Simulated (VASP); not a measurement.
# SrTiO3 (Pm-3m) in VASP: vibrations by perturbation theory with LDA

Aim: the vibrations by perturbation theory of SrTiO3 with LDA.

Everything below comes from runs of VASP 6.6.1. Logs are shortened: lines on timing, memory, paths and dates and some standing lists are left out, and cuts for length are marked.

### Step 1. The cell of the first run

The structure is cubic, space group Pm-3m (No. 221). The conventional cell has a = 3.854 Å, b = 3.854 Å, c = 3.854 Å, α = 90.00°, β = 90.00°, γ = 90.00°. Sr (site symmetry m-3m) has 12 O at 2.73 Å and 8 Ti at 3.34 Å within 3.6 Å. Within 2.6 Å of Ti (site symmetry m-3m) lie 6 O at 1.93 Å. Within 2.6 Å of O (site symmetry 4/mmm) lie 2 Ti at 1.93 Å.

### Step 2. Vibrations by perturbation theory, LDA

Input file INCAR:

```
PREC = Accurate
ENCUT = 520
EDIFF = 1E-8
ISMEAR = 0
SIGMA = 0.01
LREAL = F
LASPH = T
NELM = 60
ALGO = Normal
ISIF = 2
LWAVE = F
LCHARG = T
NBANDS = 28
IBRION = 8
NSW = 1
LEPSILON = T
```

Input file KPOINTS:

```
Automatic mesh
0
Gamma
  8 8 8
```

Input file POSCAR:

```
SrTiO3
1.0
    3.8542043456      0.0000000000      0.0000000000
    0.0000000000      3.8542043456      0.0000000000
    0.0000000000      0.0000000000      3.8542043456
Sr Ti O
1 1 3
Direct
    0.5000000000      0.5000000000      0.5000000000
    0.0000000000      0.0000000000      0.0000000000
    0.5000000000      0.0000000000      0.0000000000
    0.0000000000      0.5000000000      0.0000000000
    0.0000000000      0.0000000000      0.5000000000
```

Potentials or basis: VASP PAW LDA potentials, release 64 (Sr_sv, Ti_sv, O).

The run is started by

```bash
cat potpaw_LDA.64/Sr_sv/POTCAR potpaw_LDA.64/Ti_sv/POTCAR potpaw_LDA.64/O/POTCAR > POTCAR
mpirun -np 1 vasp_std > vasp.out
```

OUTCAR:

```text
PREC = Accurate
   ENCUT = 520
   EDIFF = 1E-8
   ISMEAR = 0
   LREAL = F
   LASPH = T
   NELM = 60
   ISIF = 2
   IBRION = 8
   NSW = 1
   LEPSILON = T

 ion  position               nearest neighbor table
   1  0.500  0.500  0.500-   3 2.73   4 2.73   5 2.73   3 2.73   4 2.73   3 2.73   5 2.73   3 2.73
                             4 2.73   5 2.73   4 2.73   5 2.73   2 3.34   2 3.34   2 3.34   2 3.34
   2  0.000  0.000  0.000-   3 1.93   4 1.93   5 1.93   5 1.93   4 1.93   3 1.93   1 3.34   1 3.34
                             1 3.34   1 3.34   1 3.34   1 3.34   1 3.34   1 3.34
   3  0.500  0.000  0.000-   2 1.93   2 1.93   1 2.73   1 2.73   1 2.73   1 2.73
   4  0.000  0.500  0.000-   2 1.93   2 1.93   1 2.73   1 2.73   1 2.73   1 2.73
   5  0.000  0.000  0.500-   2 1.93   2 1.93   1 2.73   1 2.73   1 2.73   1 2.73

  LATTYP: Found a simple cubic cell.
 ALAT       =     3.8542043456

  Lattice vectors:

 A1 = (   3.8542043456,   0.0000000000,   0.0000000000)
 A2 = (   0.0000000000,   3.8542043456,   0.0000000000)
 A3 = (   0.0000000000,   0.0000000000,   3.8542043456)

Analysis of symmetry for initial positions (statically):
=====================================================================
 Subroutine PRICEL returns:
 Original cell was already a primitive cell.

 Routine SETGRP: Setting up the symmetry group for a
 simple cubic supercell.

 Subroutine GETGRP returns: Found 48 space group operations
 (whereof 48 operations were pure point group operations)
 out of a pool of 48 trial point group operations.

The static configuration has the point symmetry O_h .

Analysis of symmetry for dynamics (positions and initial velocities):
=====================================================================
 Subroutine PRICEL returns:
 Original cell was already a primitive cell.

 Routine SETGRP: Setting up the symmetry group for a
 simple cubic supercell.

 Subroutine GETGRP returns: Found 48 space group operations
 (whereof 48 operations were pure point group operations)
 out of a pool of 48 trial point group operations.

The dynamic configuration has the point symmetry O_h .

 Subroutine INISYM returns: Found 48 space group operations
 (whereof 48 operations are pure point group operations),
 and found     1 'primitive' translations

----------------------------------------------------------------------------------------

                                     Primitive cell

  volume of cell :      57.2538

  direct lattice vectors                    reciprocal lattice vectors
     3.854204346  0.000000000  0.000000000     0.259456923  0.000000000  0.000000000
     0.000000000  3.854204346  0.000000000     0.000000000  0.259456923  0.000000000
     0.000000000  0.000000000  3.854204346     0.000000000  0.000000000  0.259456923

  length of vectors
     3.854204346  3.854204346  3.854204346     0.259456923  0.259456923  0.259456923

  position of ions in fractional coordinates (direct lattice)
     0.500000000  0.500000000  0.500000000
[... 967 lines left out ...]
 -----------------------------------------------------------------------------
    -0.03989  0.00000  0.00000
     0.00000  0.03565  0.00000
     0.00000  0.00000 -0.00780

 MACROSCOPIC STATIC DIELECTRIC TENSOR (including local field effects in DFT)
 ------------------------------------------------------
           6.354406     0.000000     0.000000
          -0.000000     6.354406     0.000000
           0.000000     0.000000     6.354406
 ------------------------------------------------------

 PIEZOELECTRIC TENSOR (including local field effects)  for field in x, y, z        (e  Angst)
          XX          YY          ZZ          XY          YZ          ZX
  --------------------------------------------------------------------------------
  x     0.00000     0.00000     0.00000     0.00000     0.00000     0.00000
  y     0.00000     0.00000     0.00000     0.00000     0.00000     0.00000
  z     0.00000     0.00000     0.00000     0.00000     0.00000     0.00000

 PIEZOELECTRIC TENSOR (including local field effects)  for field in x, y, z        (C/m^2)
          XX          YY          ZZ          XY          YZ          ZX
  --------------------------------------------------------------------------------
  x     0.00000     0.00000     0.00000     0.00000     0.00000     0.00000
  y     0.00000     0.00000     0.00000     0.00000     0.00000     0.00000
  z     0.00000     0.00000     0.00000     0.00000     0.00000     0.00000

 BORN EFFECTIVE CHARGES (including local field effects) (in |e|, cummulative output)
 ---------------------------------------------------------------------------------
 ion    1
    1     2.55581    -0.00000     0.00000
    2    -0.00000     2.55581     0.00000
    3     0.00000     0.00000     2.55581
 ion    2
    1     7.35585    -0.00000     0.00000
    2     0.00000     7.35585     0.00000
    3     0.00000     0.00000     7.35585
 ion    3
    1    -5.77939    -0.00000     0.00000
    2    -0.00000    -2.06614    -0.00000
    3     0.00000     0.00000    -2.06614
 ion    4
    1    -2.06614     0.00000     0.00000
    2    -0.00000    -5.77939     0.00000
    3     0.00000     0.00000    -2.06614
 ion    5
    1    -2.06614     0.00000    -0.00000
    2     0.00000    -2.06614     0.00000
    3    -0.00000     0.00000    -5.77939

 INTERNAL STRAIN TENSOR FOR ION    5 for displacements in x,y,z  (eV/Angst):
          X           Y           Z          XY          YZ          ZX
  --------------------------------------------------------------------------------
  x     0.00000     0.00000     0.00000     0.00000     0.00000     0.00000
  y     0.00000     0.00000     0.00000     0.00000     0.00000     0.00000
  z     0.00000     0.00000     0.00000     0.00000     0.00000     0.00000

 SECOND DERIVATIVES (NOT SYMMETRIZED)
 ------------------------------------
               1X          1Y          1Z          2X          2Y          2Z          3X          3Y          3Z          4X          4Y          4Z          5X          5Y          5Z
  1X    -4.034803   -0.000000    0.000000    3.255194   -0.000000    0.000000    1.218317    0.000000   -0.000000   -0.219354   -0.000000    0.000000   -0.219354   -0.000000    0.000000
  1Y    -0.000000   -4.034803    0.000000    0.000000    3.255194   -0.000000   -0.000000   -0.219354   -0.000000    0.000000    1.218317    0.000000   -0.000000   -0.219354   -0.000000
  1Z     0.000000    0.000000   -4.034803   -0.000000    0.000000    3.255194    0.000000    0.000000   -0.219354    0.000000    0.000000   -0.219354   -0.000000   -0.000000    1.218317
  2X     3.262390   -0.000000    0.000000   -3.704562    0.000000    0.000000    1.549804   -0.000000    0.000000   -0.553816    0.000000   -0.000000   -0.553816    0.000000    0.000000
  2Y    -0.000000    3.262390    0.000000    0.000000   -3.704562    0.000000    0.000000   -0.553816    0.000000   -0.000000    1.549804   -0.000000    0.000000   -0.553816    0.000000
  2Z     0.000000    0.000000    3.262390    0.000000    0.000000   -3.704562    0.000000   -0.000000   -0.553816   -0.000000    0.000000   -0.553816    0.000000    0.000000    1.549804
  3X     1.232270   -0.000000   -0.000000    1.551206   -0.000000   -0.000000  -14.199304   -0.000000   -0.000000    5.707914    0.000000    0.000000    5.707914    0.000000    0.000000
  3Y     0.000000   -0.212601    0.000000    0.000000   -0.563348    0.000000    0.000000   -3.995400    0.000000    0.000000    5.704422    0.000000    0.000000   -0.933073    0.000000
  3Z     0.000000    0.000000   -0.212601    0.000000    0.000000   -0.563348    0.000000    0.000000   -3.995400    0.000000    0.000000   -0.933073    0.000000    0.000000    5.704422
  4X    -0.212601    0.000000    0.000000   -0.563348    0.000000    0.000000    5.704422    0.000000    0.000000   -3.995400    0.000000    0.000000   -0.933073    0.000000    0.000000
  4Y     0.000000    1.232270   -0.000000   -0.000000    1.551206   -0.000000    0.000000    5.707914    0.000000   -0.000000  -14.199304    0.000000    0.000000    5.707914    0.000000
  4Z     0.000000    0.000000   -0.212601    0.000000    0.000000   -0.563348    0.000000    0.000000   -0.933073    0.000000    0.000000   -3.995400    0.000000    0.000000    5.704422
  5X    -0.212601    0.000000    0.000000   -0.563348    0.000000    0.000000    5.704422    0.000000    0.000000   -0.933073    0.000000    0.000000   -3.995400    0.000000    0.000000
  5Y     0.000000   -0.212601    0.000000    0.000000   -0.563348    0.000000    0.000000   -0.933073    0.000000    0.000000    5.704422    0.000000    0.000000   -3.995400    0.000000
  5Z    -0.000000   -0.000000    1.232270   -0.000000   -0.000000    1.551206    0.000000   -0.000000    5.707914   -0.000000    0.000000    5.707914   -0.000000   -0.000000  -14.199304

 Eigenvectors and eigenvalues of the dynamical matrix
 ----------------------------------------------------

   1 f  =   17.008866 THz   106.869854 2PiTHz  567.354684 cm-1    70.342984 meV
             X         Y         Z           dx          dy          dz
      1.927102  1.927102  1.927102     0.000002   -0.025984    0.000000
      0.000000  0.000000  0.000000     0.000004   -0.055459    0.000000
      1.927102  0.000000  0.000000    -0.000067   -0.353337    0.000000
      0.000000  1.927102  0.000000     0.000028    0.864034   -0.000000
      0.000000  0.000000  1.927102     0.000028   -0.353337    0.000000
[... 105 lines left out ...]
  15 f/i=    0.010123 THz     0.063606 2PiTHz    0.337676 cm-1     0.041867 meV
             X         Y         Z           dx          dy          dz
      1.927102  1.927102  1.927102     0.000024    0.003284   -0.692607
      0.000000  0.000000  0.000000     0.000018    0.002418   -0.509922
      1.927102  0.000000  0.000000     0.000010    0.001397   -0.294565
      0.000000  1.927102  0.000000     0.000010    0.001396   -0.294565
      0.000000  0.000000  1.927102     0.000010    0.001397   -0.294476

--------------------------------------------------------------------------------------------------------

 MACROSCOPIC STATIC DIELECTRIC TENSOR IONIC CONTRIBUTION
 ------------------------------------------------------
         387.089168     0.000000    -0.000000
           0.000000   387.089168    -0.000000
          -0.000000    -0.000000   387.089168
 ------------------------------------------------------

 ELASTIC MODULI CONTR FROM IONIC RELAXATION (kBar)
 Direction    XX          YY          ZZ          XY          YZ          ZX
 --------------------------------------------------------------------------------
 XX           0.0000      0.0000      0.0000      0.0000      0.0000      0.0000
 YY           0.0000      0.0000      0.0000      0.0000      0.0000      0.0000
 ZZ           0.0000      0.0000      0.0000      0.0000      0.0000      0.0000
 XY           0.0000      0.0000      0.0000      0.0000      0.0000      0.0000
 YZ           0.0000      0.0000      0.0000      0.0000      0.0000      0.0000
 ZX           0.0000      0.0000      0.0000      0.0000      0.0000      0.0000
 --------------------------------------------------------------------------------

 PIEZOELECTRIC TENSOR IONIC CONTR  for field in x, y, z        (C/m^2)
          XX          YY          ZZ          XY          YZ          ZX
  --------------------------------------------------------------------------------
  x     0.00000     0.00000     0.00000     0.00000     0.00000     0.00000
  y     0.00000     0.00000     0.00000     0.00000     0.00000     0.00000
  z     0.00000     0.00000     0.00000     0.00000     0.00000     0.00000
```

Run time: 24 min. Hardware: 1 thread of Intel Xeon 6975P-C (Granite Rapids), shared host; peak memory 0.64 GiB.

Results:

```yaml
Electronic_dielectric_tensor_diagonal: 6.35
Born_charges_mean_of_the_diagonal: Sr +2.56; Ti +7.36; O -3.30 e
Highest_phonon_frequency_at_Γ_LO-TO_splitting_left_out: 567 cm⁻¹
```

Phonon frequencies in cm⁻¹ (negative: imaginary):
```tsv
q point	frequencies
(0.000, 0.000, 0.000)	0 0 0 77 77 77 176 176 176 228 228 228 567 567 567
```

Electronic dielectric tensor:
```
6.35 0.00 0.00
0.00 6.35 0.00
0.00 0.00 6.35
```

Born effective charge tensors (e):
atom 1, Sr
```
2.56 0.00 0.00
0.00 2.56 0.00
0.00 0.00 2.56
```
atom 2, Ti
```
7.36 0.00 0.00
0.00 7.36 0.00
0.00 0.00 7.36
```
atom 3, O
```
-5.78  0.00  0.00
 0.00 -2.07  0.00
 0.00  0.00 -2.07
```
atom 4, O
```
-2.07  0.00  0.00
 0.00 -5.78  0.00
 0.00  0.00 -2.07
```
atom 5, O
```
-2.07  0.00  0.00
 0.00 -2.07  0.00
 0.00  0.00 -5.78
```

Caveat: the cell stands under pressure or tension, which shifts response properties.
